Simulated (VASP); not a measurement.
# Re (Cc) in VASP: single point with PBE

Aim: the single point of Re with PBE.

All numbers are computed with VASP 6.6.1; they aren't measurements. Logs are shortened: lines on timing, memory, paths and dates and some standing lists are left out, and cuts for length are marked.

## (1) The cell of the first run

Symmetry: Cc, No. 9, monoclinic system. The conventional cell has a = 2.698 Å, b = 4.719 Å, c = 8.494 Å, α = 90.00°, β = 91.94°, γ = 90.00°. Within 3.3 Å of Re (site symmetry 1) lie 12 Re at 2.49 to 2.73 Å. Re (site symmetry 1) has 12 Re at 2.49 to 2.73 Å within 3.3 Å.

## (2) Single point, PBE (strained and its atoms moved)

Contents of INCAR:

```
SYSTEM = Re
PREC     = Accurate       ! precision mode
ENCUT    = 520            ! plane-wave cutoff, eV
EDIFF    = 1E-6           ! SCF threshold, eV
ISMEAR   = 0              ! smearing method
SIGMA    = 0.1            ! smearing width, eV
LREAL    = .FALSE.        ! projectors in reciprocal space
LASPH    = .TRUE.         ! aspherical terms in the spheres
NELM     = 60             ! most SCF steps
ALGO     = Fast           ! electronic algorithm
ISIF     = 2              ! what is computed and relaxed
LWAVE    = .FALSE.        ! write WAVECAR
LCHARG   = .FALSE.        ! write CHGCAR
GGA      = PE             ! functional
NBANDS   = 22             ! bands
```

Contents of KPOINTS:

```
regular mesh
0
G
  16 16 6
  0 0 0
```

Contents of POSCAR:

```
Re
1.0
    2.7180309423      0.0115081716     -0.0225460573
   -1.3490491022      2.3366301020      0.0451011847
   -0.0728515881      0.1262164937      8.4929755634
Re
4
Direct
    0.0016801866      0.0108029028     -0.0059409981
    0.3353848895      0.6577296403      0.2559409981
   -0.0016801866      0.0091227161      0.4940590019
    0.6646151105      0.3223447408      0.7559409981
```

Potentials or basis: VASP PAW PBE potentials, release 64 (Re).

Started as:

```sh
$ cat potpaw_PBE.64/Re/POTCAR > POTCAR
$ mpirun -np 1 vasp_std > vasp.out
```

OUTCAR:

```text
SYSTEM = Re
   PREC = Accurate
   ENCUT = 520
   EDIFF = 1E-6
   ISMEAR = 0
   LREAL = .FALSE.
   LASPH = .TRUE.
   NELM = 60
   ISIF = 2
   GGA = PE

 ion  position               nearest neighbor table
   1  0.002  0.011  0.994-   4 2.49   4 2.56   4 2.62   2 2.71   2 2.72   2 2.73
   2  0.335  0.658  0.256-   3 2.49   3 2.56   3 2.62   1 2.71   1 2.72   1 2.73
   3  0.998  0.009  0.494-   2 2.49   2 2.56   2 2.62   4 2.71   4 2.72   4 2.73
   4  0.665  0.322  0.756-   1 2.49   1 2.56   1 2.62   3 2.71   3 2.72   3 2.73

  LATTYP: Found a base centered monoclinic cell.
 ALAT       =     2.6984825051
 B/A-ratio  =     1.7488644484
 C/A-ratio  =     3.1477787164
 COS(beta)  =    -0.0338653326

  Lattice vectors:

 A1 = (  -1.3689818401,  -2.3481382736,  -0.0225551274)
 A2 = (   2.7180309423,   0.0115081716,  -0.0225460573)
 A3 = (  -0.0728515881,   0.1262164937,   8.4929755634)

Analysis of symmetry for initial positions (statically):
=====================================================================
 Subroutine PRICEL returns:
 Original cell was already a primitive cell.

 Routine SETGRP: Setting up the symmetry group for a
 base centered monoclinic supercell.

 Subroutine GETGRP returns: Found  2 space group operations
 (whereof  1 operations were pure point group operations)
 out of a pool of  4 trial point group operations.

The static configuration has the point symmetry C_1 .
 The point group associated with its full space group is C_1h.

Analysis of symmetry for dynamics (positions and initial velocities):
=====================================================================
 Subroutine PRICEL returns:
 Original cell was already a primitive cell.

 Routine SETGRP: Setting up the symmetry group for a
 base centered monoclinic supercell.

 Subroutine GETGRP returns: Found  2 space group operations
 (whereof  1 operations were pure point group operations)
 out of a pool of  4 trial point group operations.

The dynamic configuration has the point symmetry C_1 .
 The point group associated with its full space group is C_1h.

 Subroutine INISYM returns: Found  2 space group operations
 (whereof  1 operations are pure point group operations),
 and found     1 'primitive' translations

----------------------------------------------------------------------------------------

                                     Primitive cell

  volume of cell :      54.0555

  direct lattice vectors                    reciprocal lattice vectors
     2.718030942  0.011508172 -0.022546057     0.367016221  0.211896158 -0.000000833
    -1.349049102  2.336630102  0.045101185    -0.001860759  0.427015245 -0.006361955
    -0.072851588  0.126216494  8.492975563     0.000984189 -0.001705112  0.117778146

  length of vectors
     2.718148812  2.698482505  8.494225796     0.423793449  0.427066689  0.117794599

  position of ions in fractional coordinates (direct lattice)
     0.001680187  0.010802903  0.994059002
     0.335384889  0.657729640  0.255940998
     0.998319813  0.009122716  0.494059002
     0.664615111  0.322344741  0.755940998

  ion indices of the primitive-cell ions
   primitive index   ion index
                 1           1
                 2           2
                 3           3
                 4           4

----------------------------------------------------------------------------------------

 KPOINTS: regular mesh

Automatic generation of k-mesh.
 Grid dimensions read from file:
 generate k-points for:   16   16    6

 Generating k-lattice:

  Cartesian coordinates                     Fractional coordinates (reciprocal lattice)
     0.022938514  0.013243510 -0.000000052     0.062500000  0.000000000  0.000000000
    -0.000116297  0.026688453 -0.000397622    -0.000000000  0.062500000  0.000000000
     0.000164031 -0.000284185  0.019629691    -0.000000000  0.000000000  0.166666667

  Length of vectors
     0.026487091  0.026691668  0.019632433

  Shift w.r.t. Gamma in fractional coordinates (k-lattice)
     0.000000000  0.000000000  0.000000000

 Subroutine IBZKPT returns following result:
 ===========================================

 Found    418 irreducible k-points:

 Following reciprocal coordinates:
            Coordinates               Weight
  0.000000  0.000000  0.000000      1.000000
  0.062500 -0.000000 -0.000000      2.000000
  0.125000 -0.000000 -0.000000      2.000000
  0.187500 -0.000000 -0.000000      2.000000
  0.250000 -0.000000 -0.000000      2.000000
  0.312500 -0.000000 -0.000000      2.000000
[... 16 lines left out ...]
  0.312500  0.125000  0.000000      4.000000
  0.375000  0.125000  0.000000      4.000000
 [... further k-points ...]
   k-points           NKPTS =    418   k-points in BZ     NKDIM =    418   number of bands    NBANDS=     22
   number of dos      NEDOS =    301   number of ions     NIONS =      4
   total plane-waves  NPLWV =  25600
   dimension x,y,z NGX =    20 NGY =   20 NGZ =   64
   dimension x,y,z NGXF=    40 NGYF=   40 NGZF=  128
   ions per type =               4
   NGX,Y,Z   is equivalent  to a cutoff of  12.23, 12.32, 12.53 a.u.
   NGXF,Y,Z  is equivalent  to a cutoff of  24.46, 24.64, 25.05 a.u.
 SYSTEM =  Re
   PREC   = accura    normal or accurate (medium, high low for compatibility)
   ISTART =      0    job   : 0-new  1-cont  2-samecut
   ICHARG =      2    charge: 1-file 2-atom 10-const
   ISPIN  =      1    spin polarized calculation?
   LNONCOLLINEAR =      F non collinear calculations
   LSORBIT =      F    spin-orbit coupling
   LASPH  =      T    aspherical Exc in radial PAW
   ENCUT  =  520.0 eV  38.22 Ry    6.18 a.u.   5.05  5.02 15.79*2*pi/ulx,y,z
   NELM   =     60;   NELMIN=  2; NELMDL= -5     # of ELM steps
   EDIFF  = 0.1E-05   stopping-criterion for ELM
   LREAL  =      F    real-space projection
   EDIFFG = 0.1E-04   stopping-criterion for IOM
   NSW    =      0    number of steps for IOM
   IBRION =     -1    ionic relax: 0-MD 1-quasi-New 2-CG
   NFREE  =      0    steps in history (QN), initial steepest desc. (CG)
   ISIF   =      2    stress and relaxation
   ISYM   =      2    0-nonsym 1-usesym 2-fastsym
   POTIM  = 0.5000    time-step for ionic-motion
   TEBEG  =    0.0;   TEEND  =   0.0 temperature during run
   PSTRESS=    0.0 pullay stress
   NELECT =      28.0000    total number of electrons
   NUPDOWN=      -1.0000    fix difference up-down
   EMIN   =  10.00;   EMAX   =-10.00  energy-range for DOS
   EFERMI =   0.00;   METHOD = LEGACY
   ISMEAR =     0;   SIGMA  =   0.10  broadening in eV -4-tet -1-fermi 0-gaus
   EFERMI_NEDOS =   21; number of points for ismear=-14 and -15
   IALGO  =     68    algorithm
   IMIX   =      4    mixing-type and parameters
     AMIX     =   0.40;   BMIX     =  1.00
     AMIX_MAG =   1.60;   BMIX_MAG =  1.00
  volume/ion in A,a.u.               =      13.51        91.20
  Fermi-wavevector in a.u.,A,eV,Ry     =   1.314763  2.484542 23.519059  1.728602
  Thomas-Fermi vector in A             =   2.444993
   LORBIT       =      0    0 simple, 1 ext, 2 COOP (PROOUT), +10 PAW based schemes
   GGA     = PE    functional components
   LHFCALC =     F    Hartree Fock is set to
   AEXX    =    0.0000 exact exchange contribution
   IVDW    =     0    specifies the selected vdW correction
   LEPSILON=     F    determine dielectric tensor
   LRPA    =     F    only Hartree local field effects (RPA)
 non-spin polarized calculation
 RMM-DIIS sequential band-by-band and
 Gauss-broadening in eV      SIGMA  =   0.10
  energy-cutoff  :      520.00
  volume of cell :       54.06
 maximum number of plane-waves:      1477
   NGX = 11   NGY =  9   NGZ = 31

 number of electron      28.0000004 magnetization

 Free energy of the ion-electron system (eV)
  ---------------------------------------------------
  ext. energy  EPLUGINS =         0.00000000
  ---------------------------------------------------
  free energy    TOTEN  =       -48.66340880 eV

  energy without entropy =      -48.65132609  energy(sigma->0) =      -48.65736745

 E-fermi :   9.0930     XC(G=0): -14.1919

 val. band max:        9.0870979580   @ k =   0.2500   0.3750   0.5000
 cond. band min:       9.0940449929   @ k =   0.2500   0.3125  -0.0000
 fundamental gap:      0.0069470349
 Fermi energy:         9.0929621431

 k-point     1 :       0.0000    0.0000    0.0000
  band No.  band energies     occupation
      1      -1.4643      2.00000
      2       1.0279      2.00000
      3       1.2382      2.00000
      4       1.7066      2.00000
      5       5.8749      2.00000
      6       6.5368      2.00000
[... 14 lines left out ...]
     21      11.9837      0.00000
     22      12.0379      0.00000

 k-point     2 :       0.0625   -0.0000   -0.0000
  band No.  band energies     occupation
      1      -1.2920      2.00000
      2       1.1890      2.00000
      3       1.3959      2.00000
      4       1.8666      2.00000
      5       5.6371      2.00000
      6       6.3881      2.00000
[... 14 lines left out ...]
     21      12.0303      0.00000
     22      12.0719      0.00000

 k-point     3 :       0.1250   -0.0000   -0.0000
  band No.  band energies     occupation
      1      -0.7955      2.00000
      2       1.6284      2.00000
      3       1.8212      2.00000
      4       2.3097      2.00000
      5       5.1379      2.00000
      6       5.9858      2.00000
[... 14 lines left out ...]
     21      12.0350      0.00000
     22      12.3087      0.00000
[... 476 lines left out ...]
 k-point    23 :       0.3125    0.1250    0.0000
  band No.  band energies     occupation
      1       2.2552      2.00000
      2       2.4233      2.00000
      3       3.0150      2.00000
      4       3.6391      2.00000
      5       4.3093      2.00000
      6       4.4799      2.00000
[... 14 lines left out ...]
     21      13.8778      0.00000
     22      14.4459      0.00000

 k-point    24 :       0.3750    0.1250    0.0000
  band No.  band energies     occupation
      1       2.1347      2.00000
      2       2.2134      2.00000
      3       2.8659      2.00000
      4       3.8156      2.00000
      5       4.3667      2.00000
      6       4.3898      2.00000
[... 14 lines left out ...]
     21      14.5470      0.00000
     22      15.6004      0.00000

 [... further k-points ...]

------------------------ aborting loop because EDIFF is reached ----------------------------------------

  FORCE on cell =-STRESS in cart. coord.  units (eV):
  Direction    XX          YY          ZZ          XY          YZ          ZX
  --------------------------------------------------------------------------------------
  -------------------------------------------------------------------------------------
  Total       14.0136455     14.8955356     21.1502078     -0.7636631     -3.0210438      1.7442725
  in kB      415.3571797    441.4959428    626.8811827    -22.6345775    -89.5421698     51.6993321
  external PRESSURE =     494.5781017 kB  Pullay stress =       0.0000000 kB

 VOLUME and BASIS-vectors are now :
 -----------------------------------------------------------------------------
  energy-cutoff  :      520.00
  volume of cell :       54.06
      direct lattice vectors                 reciprocal lattice vectors
     2.718030942  0.011508172 -0.022546057     0.367016221  0.211896158 -0.000000833
    -1.349049102  2.336630102  0.045101185    -0.001860759  0.427015245 -0.006361955
    -0.072851588  0.126216494  8.492975563     0.000984189 -0.001705112  0.117778146

 POSITION                                       TOTAL-FORCE (eV/Angst)
 -----------------------------------------------------------------------------------
     -0.08243      0.15073      8.44297         0.317760     -0.518592      1.731436
      0.00563      1.57303      2.19580        -0.255361      0.554618     -1.731436
      2.66516      0.09516      4.17393         0.290238     -0.534482      1.731436
      1.31651      0.85626      6.41974        -0.352637      0.498456     -1.731436
 -----------------------------------------------------------------------------------
    total drift:                                0.000010     -0.000019      0.000058

  FREE ENERGIE OF THE ION-ELECTRON SYSTEM (eV)
  ---------------------------------------------------
  free  energy   TOTEN  =       -48.6634088027 eV

  energy  without entropy=      -48.6513260874  energy(sigma->0) =      -48.65736745
```

It took 4.8 min on 1 thread of Intel Xeon 6975P-C (Granite Rapids), shared host; peak memory 0.46 GiB.

Results:

```
Free energy            : -48.6634 eV
Pressure               : 49.5 GPa
Largest force          : 1.836 eV/Å
Band gap on the k mesh : zero (bands 14 and 15 overlap by 2.75 eV)
```

Forces in eV/Å, atoms in the order of the input:
```
Re   0.318 -0.519  1.731
Re  -0.255  0.555 -1.731
Re   0.290 -0.534  1.731
Re  -0.353  0.498 -1.731
```

Caveat: the cell differs from its parent crystal (strained and its atoms moved); the stress differs along the axes, from 42 to 63 GPa; spin-orbit coupling is left out, which moves the levels of the heavy elements; forces of over 1 eV/Å act on the atoms, so gaps and moduli don't describe the material at rest.
